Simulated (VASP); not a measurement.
# InP (P6_3/mmc) in VASP: a series of runs, part 2 of 2

VASP 6.6.1. Earlier steps stand in the parts before.

## Step 5: Relaxation of cell and atoms, PBE

This run uses another cell than the first one, of 21.24 Å³/atom.

Input file INCAR:

```
SYSTEM = InP
PREC = Accurate
ENCUT = 600
EDIFF = 1E-6
ISMEAR = 0
SIGMA = 0.1
LREAL = .FALSE.
LASPH = .TRUE.
NELM = 60
ALGO = Normal
ISIF = 3
LWAVE = .FALSE.
LCHARG = .FALSE.
GGA = PE
IBRION = 2
NSW = 65
EDIFFG = -0.01
```

Input file KPOINTS:

```
Automatic mesh
0
G
  12 12 6
  0 0 0
```

Input file POSCAR:

```
InP
1.0
    3.9175818557      0.0000000000      0.0000000000
   -1.9587909278      3.3927254084      0.0000000000
    0.0000000000      0.0000000000      6.3917909799
In P
2 2
Direct
    0.0000000000      0.0000000000      0.0000000000
    0.0000000000      0.0000000000      0.5000000000
    0.3333333333      0.6666666667      0.2500000000
    0.6666666667      0.3333333333      0.7500000000
```

Potentials or basis: VASP PAW PBE potentials, release 64 (In_d, P).

Command:

```console
$ cat potpaw_PBE.64/In_d/POTCAR potpaw_PBE.64/P/POTCAR > POTCAR
$ mpirun -np 1 vasp_std > vasp.out
```

OUTCAR:

```text
SYSTEM = InP
   PREC = Accurate
   ENCUT = 600
   EDIFF = 1E-6
   ISMEAR = 0
   LREAL = .FALSE.
   LASPH = .TRUE.
   NELM = 60
   ISIF = 3
   GGA = PE
   IBRION = 2
   NSW = 65
   EDIFFG = -0.01

 ion  position               nearest neighbor table
   1  0.000  0.000  0.000-   3 2.77   4 2.77   3 2.77   4 2.77   4 2.77   3 2.77   2 3.20   2 3.20

   2  0.000  0.000  0.500-   3 2.77   4 2.77   3 2.77   4 2.77   4 2.77   3 2.77   1 3.20   1 3.20

   3  0.333  0.667  0.250-   1 2.77   2 2.77   1 2.77   2 2.77   1 2.77   2 2.77
   4  0.667  0.333  0.750-   1 2.77   2 2.77   1 2.77   2 2.77   1 2.77   2 2.77

  LATTYP: Found a hexagonal cell.
 ALAT       =     3.9175818557
 C/A-ratio  =     1.6315653930

  Lattice vectors:

 A1 = (   3.9175818557,   0.0000000000,   0.0000000000)
 A2 = (  -1.9587909278,   3.3927254084,   0.0000000000)
 A3 = (   0.0000000000,   0.0000000000,   6.3917909799)
[... 179 lines left out ...]
  ext. energy  EPLUGINS =         0.00000000
  ---------------------------------------------------
  free energy    TOTEN  =       -15.55644101 eV

  energy without entropy =      -15.55102420  energy(sigma->0) =      -15.55373261

------------------------ aborting loop because EDIFF is reached ----------------------------------------

  FORCE on cell =-STRESS in cart. coord.  units (eV):
  Direction    XX          YY          ZZ          XY          YZ          ZX
  --------------------------------------------------------------------------------------
  -------------------------------------------------------------------------------------
  Total        0.0061096      0.0061096      2.6564907      0.0000000     -0.0000000      0.0000000
  in kB        0.1152218      0.1152218     50.0990548      0.0000000     -0.0000000      0.0000000
  external PRESSURE =      16.7764995 kB  Pullay stress =       0.0000000 kB
[... 101 lines left out ...]
--------------------------------------- Ionic step        4  -------------------------------------------

 number of electron      35.9999998 magnetization

 Free energy of the ion-electron system (eV)
  ---------------------------------------------------
  ext. energy  EPLUGINS =         0.00000000
  ---------------------------------------------------
  free energy    TOTEN  =       -15.60281688 eV

  energy without entropy =      -15.59801746  energy(sigma->0) =      -15.60041717

 E-fermi :   6.8738     XC(G=0): -10.2851

 val. band max:        6.8594914009   @ k =   0.0000   0.0000   0.0000
 cond. band min:       6.8777261988   @ k =   0.0833   0.0833   0.1667
 fundamental gap:      0.0182347979
 Fermi energy:         6.8737664546

 k-point     1 :       0.0000    0.0000    0.0000
  band No.  band energies     occupation
      1      -7.5904      2.00000
      2      -7.4934      2.00000
      3      -7.4934      2.00000
      4      -7.4030      2.00000
      5      -7.4030      2.00000
      6      -7.3947      2.00000
[... 589 lines left out ...]
     21      10.2642      0.00000
     22      11.0699      0.00000

 [... further k-points ...]
[... 5 lines left out ...]
  --------------------------------------------------------------------------------------
  -------------------------------------------------------------------------------------
  Total       -0.0291252     -0.0291252     -0.0139107     -0.0000000      0.0000000      0.0000000
  in kB       -0.5392413     -0.5392413     -0.2575512     -0.0000000      0.0000000      0.0000000
  external PRESSURE =      -0.4453446 kB  Pullay stress =       0.0000000 kB
[... 19 lines left out ...]
  FREE ENERGIE OF THE ION-ELECTRON SYSTEM (eV)
  ---------------------------------------------------
  free  energy   TOTEN  =       -15.6028168844 eV

  energy  without entropy=      -15.5980174552  energy(sigma->0) =      -15.60041717

 reached required accuracy - stopping structural energy minimisation
```

Run time: 6.2 min. Hardware: 1 thread of Intel Xeon Platinum 8259CL at 2.50GHz (Skylake/Cascade Lake), shared host; peak memory 0.34 GiB.

Results:

```
Free energy                           : -15.6028 eV
Relaxed volume                        : 21.63 Å³/atom
Relaxed cell                          : a = 3.886 Å, b = 3.886 Å, c = 6.616 Å, α = 90.00°, β = 90.00°, γ = 120.00°
Space group after relaxing (to 0.1 Å) : P6_3/mmc (No. 194)
Energy gained by relaxing             : 11.6 meV/atom
Ionic steps                           : 4
Pressure after relaxing               : 0.0 GPa
Band gap on the k mesh                : zero (bands 18 and 19 overlap by 2.74 eV)
```

The path:
```csv
step,energy change (eV),largest force (eV/Å),pressure (GPa),volume (Å³)
1,0.0000,0.0000,1.68,84.96
2,-0.0404,0.0000,-0.92,87.69
3,-0.0405,0.0000,-0.82,87.59
4,-0.0464,0.0000,-0.04,86.54
```

Final structure:
```
CELL_PARAMETERS angstrom
3.88622 0.00000 0.00000
-1.94311 3.36557 0.00000
0.00000 0.00000 6.61624
ATOMIC_POSITIONS crystal
In 0.00000 0.00000 0.00000
In 0.00000 0.00000 0.50000
P 0.33333 0.66667 0.25000
P 0.66667 0.33333 0.75000
```

Caveat: spin-orbit coupling is left out, which moves the levels of the heavy elements.

## Step 6: Single point, PBE

This run uses another cell than the first one: it holds 12 atoms, not 4.

Input file INCAR:

```
  ALGO = Normal
  EDIFF = 1E-6
  ENCUT = 520
  GGA = PE
  ISIF = 2
  ISMEAR = 0
  LASPH = T
  LCHARG = T
  LELF = T
  LREAL = F
  LVHAR = T
  LWAVE = F
  NBANDS = 66
  NELM = 60
  PREC = Accurate
  SIGMA = 0.1
```

Input file KPOINTS:

```
k-points
0
Gamma
  12 12 2
```

Input file POSCAR:

```
InP
1.0
    3.9054995643      0.0000000000      0.0000000000
   -1.9527497821      3.3822618371      0.0000000000
    0.0000000000      0.0000000000     19.5257842310
In P
6 6
Direct
    0.0000000000      0.0000000000      0.0000000000
    0.3333333333      0.6666666667      0.1684004423
    0.6666666667      0.3333333333      0.3315995577
    0.0000000000      0.0000000000      0.5000000000
    0.6666666667      0.3333333333      0.6684004423
    0.3333333333      0.6666666667      0.8315995577
    0.6666666667      0.3333333333      0.0856457292
    0.0000000000      0.0000000000      0.2500000000
    0.3333333333      0.6666666667      0.4143542708
    0.3333333333      0.6666666667      0.5856457292
    0.0000000000      0.0000000000      0.7500000000
    0.6666666667      0.3333333333      0.9143542708
```

Potentials or basis: VASP PAW PBE potentials, release 64 (In_d, P).

Command:

```console
$ cat potpaw_PBE.64/In_d/POTCAR potpaw_PBE.64/P/POTCAR > POTCAR
$ mpirun -np 1 vasp_std > vasp.out
```

Wall time 7.7 min (1 thread of Intel Xeon Platinum 8559C (Emerald Rapids), shared host); peak memory 0.63 GiB.

The run converged. Its results:

```
Free energy            : -46.9053 eV
Pressure               : -0.1 GPa
Largest force          : 0.008 eV/Å
Band gap on the k mesh : zero (bands 54 and 55 overlap by 0.71 eV)
```

Forces on the atoms (eV/Å):
```
In   0.000  0.000  0.000
In   0.000  0.000 -0.008
In   0.000  0.000  0.008
In   0.000  0.000  0.000
In   0.000  0.000 -0.008
In   0.000  0.000  0.008
P    0.000  0.000  0.007
P    0.000  0.000  0.000
P    0.000  0.000 -0.007
P    0.000  0.000  0.007
P    0.000  0.000  0.000
P    0.000  0.000 -0.007
```

Levels at points of the mesh, in eV from the Fermi level:
```csv
k point,band 51,band 52,band 53,band 54,band 55,band 56,band 57,band 58
"(0.00, 0.00, 0.00)",0.13,0.15,0.15,0.28,0.28,1.50,2.19,2.35
"(0.50, 0.00, 0.00)",-1.67,-0.85,-0.80,-0.47,-0.24,0.08,0.36,1.38
"(0.00, 0.00, 0.50)",0.22,0.22,0.22,0.22,0.97,0.97,2.34,2.34
"(0.50, 0.00, 0.50)",-1.39,-1.39,-0.45,-0.45,-0.22,-0.22,0.54,0.54
```

Caveat: semilocal functionals underestimate gaps, so a narrow gap can read as zero; spin-orbit coupling is left out, which moves the levels of the heavy elements.

## Step 7: The runs side by side

```tsv
task	cell	k mesh	cutoff (eV)	gap on the mesh (eV)	pressure (GPa)
single point	a = 3.884, b = 3.884, c = 6.616 Å, angles 90.0, 90.0, 120.0°, 4 atoms, atomic positions A	12 × 12 × 6	520	none	-0.1
single point	a = 3.987, b = 3.987, c = 6.407 Å, angles 90.0, 90.0, 120.0°, 4 atoms, atomic positions B	12 × 12 × 6	520	none	0.0
single point	a = 3.937, b = 3.937, c = 12.906 Å, angles 90.0, 90.0, 120.0°, 8 atoms, atomic positions C	12 × 12 × 3	520	none	0.0
relaxation of cell and atoms	relaxed from a = 3.918, b = 3.918, c = 6.392 Å, angles 90.0, 90.0, 120.0°, 4 atoms, atomic positions A	12 × 12 × 6	600	none	0.0
single point	a = 3.905, b = 3.905, c = 19.526 Å, angles 90.0, 90.0, 120.0°, 12 atoms, atomic positions D	12 × 12 × 2	520	none	-0.1
```

Alike in all rows: level PBE; potentials or basis VASP PAW PBE potentials, release 64 (In_d, P); no spin polarisation; smearing gaussian 0.1 eV.

Caveats: spin-orbit coupling is left out, which moves the levels of the heavy elements; semilocal functionals underestimate gaps, so a narrow gap can read as zero (at least some runs).

Absolute energies hang on the potentials; compare differences alone.
